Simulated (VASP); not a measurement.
# SrO (I4/mmm) in VASP: single point with PBE

Aim: the single point of SrO with PBE.

Everything below comes from runs of VASP 6.6.1. Logs are shortened: lines on timing, memory, paths and dates and some standing lists are left out, and cuts for length are marked.

**1. The cell of the first run**

Symmetry: I4/mmm, No. 139, tetragonal system. Conventional cell: a = 3.834 Å, b = 3.834 Å, c = 4.959 Å, α = 90.00°, β = 90.00°, γ = 90.00°. Within 3.3 Å of Sr (site symmetry 4/mmm) lie 6 O at 2.48 to 2.71 Å. Within 3.3 Å of O (site symmetry 4/mmm) lie 6 Sr at 2.48 to 2.71 Å.

**2. Single point, PBE (strained)**

File INCAR:

```
ALGO = Normal
EDIFF = 1E-6
ENCUT = 520
GGA = PE
ISIF = 2
ISMEAR = 0
LASPH = T
LCHARG = F
LREAL = F
LWAVE = F
NBANDS = 15
NELM = 100
PREC = Accurate
SIGMA = 0.02
```

File KPOINTS:

```
k-points
0
Gamma
  8 8 8
```

File POSCAR:

```
SrO
1.0
    0.0000000000      2.4797285100      2.7110105100
    2.7110105100      0.0000000000      2.7110105100
    2.7110105100      2.4797285100      0.0000000000
Sr O
1 1
Direct
    0.0000000000      0.0000000000      0.0000000000
    0.5000000000      0.5000000000      0.5000000000
```

Potentials or basis: VASP PAW PBE potentials, release 64 (Sr_sv, O).

Launch:

```bash
$ cat potpaw_PBE.64/Sr_sv/POTCAR potpaw_PBE.64/O/POTCAR > POTCAR
$ mpirun -np 1 vasp_std > vasp.out
```

OUTCAR:

```text
EDIFF = 1E-6
   ENCUT = 520
   GGA = PE
   ISIF = 2
   ISMEAR = 0
   LASPH = T
   LREAL = F
   NELM = 100
   PREC = Accurate

 ion  position               nearest neighbor table
   1  0.000  0.000  0.000-   2 2.48   2 2.48   2 2.71   2 2.71   2 2.71   2 2.71
   2  0.500  0.500  0.500-   1 2.48   1 2.48   1 2.71   1 2.71   1 2.71   1 2.71

  LATTYP: Found a body centered tetragonal cell.
 ALAT       =     3.8339478310
 C/A-ratio  =     1.2935640334

  Lattice vectors:

 A1 = (   0.0000000000,  -2.4797285100,   2.7110105100)
 A2 = (   0.0000000000,  -2.4797285100,  -2.7110105100)
 A3 = (   2.7110105100,   2.4797285100,   0.0000000000)

Analysis of symmetry for initial positions (statically):
=====================================================================
 Subroutine PRICEL returns:
 Original cell was already a primitive cell.

 Routine SETGRP: Setting up the symmetry group for a
 body centered tetragonal supercell.

 Subroutine GETGRP returns: Found 16 space group operations
 (whereof 16 operations were pure point group operations)
 out of a pool of 16 trial point group operations.

The static configuration has the point symmetry D_4h.

Analysis of symmetry for dynamics (positions and initial velocities):
=====================================================================
 Subroutine PRICEL returns:
 Original cell was already a primitive cell.

 Routine SETGRP: Setting up the symmetry group for a
 body centered tetragonal supercell.

 Subroutine GETGRP returns: Found 16 space group operations
 (whereof 16 operations were pure point group operations)
 out of a pool of 16 trial point group operations.

The dynamic configuration has the point symmetry D_4h.

 Subroutine INISYM returns: Found 16 space group operations
 (whereof 16 operations are pure point group operations),
 and found     1 'primitive' translations

----------------------------------------------------------------------------------------

                                     Primitive cell

  volume of cell :      36.4499

  direct lattice vectors                    reciprocal lattice vectors
     0.000000000  2.479728510  2.711010510    -0.184433073  0.201634977  0.184433073
     2.711010510  0.000000000  2.711010510     0.184433073 -0.201634977  0.184433073
     2.711010510  2.479728510  0.000000000     0.184433073  0.201634977 -0.184433073

  length of vectors
     3.674048376  3.833947831  3.674048376     0.329678299  0.329678299  0.329678299

  position of ions in fractional coordinates (direct lattice)
     0.000000000  0.000000000  0.000000000
     0.500000000  0.500000000  0.500000000

  ion indices of the primitive-cell ions
   primitive index   ion index
                 1           1
                 2           2

----------------------------------------------------------------------------------------

 KPOINTS: k-points

Automatic generation of k-mesh.
 Grid dimensions read from file:
 generate k-points for:    8    8    8

 Generating k-lattice:

  Cartesian coordinates                     Fractional coordinates (reciprocal lattice)
    -0.023054134  0.025204372  0.023054134     0.125000000  0.000000000  0.000000000
     0.023054134 -0.025204372  0.023054134     0.000000000  0.125000000  0.000000000
     0.023054134  0.025204372 -0.023054134     0.000000000  0.000000000  0.125000000

  Length of vectors
     0.041209787  0.041209787  0.041209787

  Shift w.r.t. Gamma in fractional coordinates (k-lattice)
     0.000000000  0.000000000  0.000000000

 Subroutine IBZKPT returns following result:
 ===========================================

 Found     59 irreducible k-points:

 Following reciprocal coordinates:
            Coordinates               Weight
  0.000000  0.000000  0.000000      1.000000
  0.125000  0.000000 -0.000000      8.000000
  0.250000  0.000000 -0.000000      8.000000
  0.375000  0.000000  0.000000      8.000000
  0.500000  0.000000 -0.000000      4.000000
  0.125000  0.125000  0.000000      4.000000
[... 16 lines left out ...]
  0.250000  0.000000  0.125000      8.000000
  0.375000  0.000000  0.125000      8.000000
 [... further k-points ...]
   k-points           NKPTS =     59   k-points in BZ     NKDIM =     59   number of bands    NBANDS=     15
   number of dos      NEDOS =    301   number of ions     NIONS =      2
   total plane-waves  NPLWV =  23520
   dimension x,y,z NGX =    28 NGY =   30 NGZ =   28
   dimension x,y,z NGXF=    56 NGYF=   60 NGZF=   56
   ions per type =               1   1
   NGX,Y,Z   is equivalent  to a cutoff of  12.67, 13.01, 12.67 a.u.
   NGXF,Y,Z  is equivalent  to a cutoff of  25.34, 26.02, 25.34 a.u.
 SYSTEM =  unknown system
   PREC   = accura    normal or accurate (medium, high low for compatibility)
   ISTART =      0    job   : 0-new  1-cont  2-samecut
   ICHARG =      2    charge: 1-file 2-atom 10-const
   ISPIN  =      1    spin polarized calculation?
   LNONCOLLINEAR =      F non collinear calculations
   LSORBIT =      F    spin-orbit coupling
   LASPH  =      T    aspherical Exc in radial PAW
   ENCUT  =  520.0 eV  38.22 Ry    6.18 a.u.   6.83  7.13  6.83*2*pi/ulx,y,z
   NELM   =    100;   NELMIN=  2; NELMDL= -5     # of ELM steps
   EDIFF  = 0.1E-05   stopping-criterion for ELM
   LREAL  =      F    real-space projection
   EDIFFG = 0.1E-04   stopping-criterion for IOM
   NSW    =      0    number of steps for IOM
   IBRION =     -1    ionic relax: 0-MD 1-quasi-New 2-CG
   NFREE  =      0    steps in history (QN), initial steepest desc. (CG)
   ISIF   =      2    stress and relaxation
   ISYM   =      2    0-nonsym 1-usesym 2-fastsym
   POTIM  = 0.5000    time-step for ionic-motion
   TEBEG  =    0.0;   TEEND  =   0.0 temperature during run
   PSTRESS=    0.0 pullay stress
   NELECT =      16.0000    total number of electrons
   NUPDOWN=      -1.0000    fix difference up-down
   EMIN   =  10.00;   EMAX   =-10.00  energy-range for DOS
   EFERMI =   0.00;   METHOD = LEGACY
   ISMEAR =     0;   SIGMA  =   0.02  broadening in eV -4-tet -1-fermi 0-gaus
   EFERMI_NEDOS =   21; number of points for ismear=-14 and -15
   IALGO  =     38    algorithm
   IMIX   =      4    mixing-type and parameters
     AMIX     =   0.40;   BMIX     =  1.00
     AMIX_MAG =   1.60;   BMIX_MAG =  1.00
  volume/ion in A,a.u.               =      18.22       122.99
  Fermi-wavevector in a.u.,A,eV,Ry     =   1.244178  2.351156 21.061544  1.547980
  Thomas-Fermi vector in A             =   2.378457
   LORBIT       =      0    0 simple, 1 ext, 2 COOP (PROOUT), +10 PAW based schemes
   GGA     = PE    functional components
   LHFCALC =     F    Hartree Fock is set to
   AEXX    =    0.0000 exact exchange contribution
   IVDW    =     0    specifies the selected vdW correction
   LEPSILON=     F    determine dielectric tensor
   LRPA    =     F    only Hartree local field effects (RPA)
 non-spin polarized calculation
 Gauss-broadening in eV      SIGMA  =   0.02
  energy-cutoff  :      520.00
  volume of cell :       36.45
 maximum number of plane-waves:      1002
   NGX = 13   NGY = 15   NGZ = 13

 number of electron      16.0000003 magnetization

 Free energy of the ion-electron system (eV)
  ---------------------------------------------------
  ext. energy  EPLUGINS =         0.00000000
  ---------------------------------------------------
  free energy    TOTEN  =       -11.98089255 eV

  energy without entropy =      -11.98089255  energy(sigma->0) =      -11.98089255

 E-fermi :   1.7740     XC(G=0):  -9.6870

 val. band max:        1.5589489020   @ k =   0.0000   0.0000   0.0000
 cond. band min:       4.4422228895   @ k =   0.5000   0.0000   0.5000
 fundamental gap:      2.8832739875
 Fermi energy:         1.7739888586

 k-point     1 :       0.0000    0.0000    0.0000
  band No.  band energies     occupation
      1     -31.2589      2.00000
      2     -13.6733      2.00000
      3     -12.9898      2.00000
      4     -12.9898      2.00000
      5     -12.9346      2.00000
      6       1.2581      2.00000
      7       1.2581      2.00000
      8       1.5589      2.00000
      9       4.7135      0.00000
     10       7.2508      0.00000
     11       7.2508      0.00000
     12       7.8493      0.00000
     13       8.8670      0.00000
     14      10.2259      0.00000
     15      13.7844      0.00000

 k-point     2 :       0.1250    0.0000   -0.0000
  band No.  band energies     occupation
      1     -31.2439      2.00000
      2     -14.0734      2.00000
      3     -13.0088      2.00000
      4     -12.9761      2.00000
      5     -12.5813      2.00000
      6       0.8853      2.00000
      7       1.0955      2.00000
      8       1.2952      2.00000
      9       5.3713      0.00000
     10       7.2488      0.00000
     11       7.5644      0.00000
     12       7.9547      0.00000
     13       9.2150      0.00000
     14      10.6238      0.00000
     15      14.7084      0.00000

 k-point     3 :       0.2500    0.0000   -0.0000
  band No.  band energies     occupation
      1     -31.2076      2.00000
      2     -14.6201      2.00000
      3     -13.0542      2.00000
      4     -12.9911      2.00000
      5     -12.0989      2.00000
      6       0.1356      2.00000
      7       0.7429      2.00000
      8       0.8284      2.00000
      9       6.7678      0.00000
     10       7.2711      0.00000
     11       8.3969      0.00000
     12       8.5935      0.00000
     13      10.1157      0.00000
     14      11.5810      0.00000
     15      16.4011      0.00000
[... 343 lines left out ...]
 k-point    23 :       0.2500    0.0000    0.1250
  band No.  band energies     occupation
      1     -31.2040      2.00000
      2     -14.6474      2.00000
      3     -13.1013      2.00000
      4     -13.0739      2.00000
      5     -11.9330      2.00000
      6       0.1139      2.00000
      7       0.8585      2.00000
      8       0.9442      2.00000
      9       6.2406      0.00000
     10       6.5755      0.00000
     11       8.7778      0.00000
     12       8.8303      0.00000
     13       9.7117      0.00000
     14      12.1413      0.00000
     15      16.7709      0.00000

 k-point    24 :       0.3750    0.0000    0.1250
  band No.  band energies     occupation
      1     -31.1679      2.00000
      2     -14.9381      2.00000
      3     -13.1465      2.00000
      4     -13.0825      2.00000
      5     -11.7900      2.00000
      6      -0.2659      2.00000
      7       0.4825      2.00000
      8       0.6481      2.00000
      9       6.7183      0.00000
     10       7.5979      0.00000
     11       9.6386      0.00000
     12       9.6934      0.00000
     13      10.9696      0.00000
     14      12.7737      0.00000
     15      16.5371      0.00000

 [... further k-points ...]

------------------------ aborting loop because EDIFF is reached ----------------------------------------

  FORCE on cell =-STRESS in cart. coord.  units (eV):
  Direction    XX          YY          ZZ          XY          YZ          ZX
  --------------------------------------------------------------------------------------
  -------------------------------------------------------------------------------------
  Total       -1.0444186      1.3159945     -1.0444186     -0.0000000      0.0000000      0.0000000
  in kB      -45.9080297     57.8453067    -45.9080297     -0.0000000      0.0000000      0.0000000
  external PRESSURE =     -11.3235843 kB  Pullay stress =       0.0000000 kB

 VOLUME and BASIS-vectors are now :
 -----------------------------------------------------------------------------
  energy-cutoff  :      520.00
  volume of cell :       36.45
      direct lattice vectors                 reciprocal lattice vectors
     0.000000000  2.479728510  2.711010510    -0.184433073  0.201634977  0.184433073
     2.711010510  0.000000000  2.711010510     0.184433073 -0.201634977  0.184433073
     2.711010510  2.479728510  0.000000000     0.184433073  0.201634977 -0.184433073

 POSITION                                       TOTAL-FORCE (eV/Angst)
 -----------------------------------------------------------------------------------
      0.00000      0.00000      0.00000         0.000000      0.000000     -0.000000
      2.71101      2.47973      2.71101         0.000000      0.000000      0.000000
 -----------------------------------------------------------------------------------
    total drift:                                0.000000      0.000000      0.000000

  FREE ENERGIE OF THE ION-ELECTRON SYSTEM (eV)
  ---------------------------------------------------
  free  energy   TOTEN  =       -11.9808925482 eV

  energy  without entropy=      -11.9808925482  energy(sigma->0) =      -11.98089255
```

Wall time 15 s (1 thread of Intel Xeon 6975P-C (Granite Rapids), shared host); peak memory 0.18 GiB.

What came out:

- Free energy: -11.9809 eV
- Pressure: -1.1 GPa
- Band gap on the k mesh: 2.88 eV, indirect (least direct gap 3.15 eV)

Caveat: the cell differs from its parent crystal (strained). A k mesh can miss the band edges.
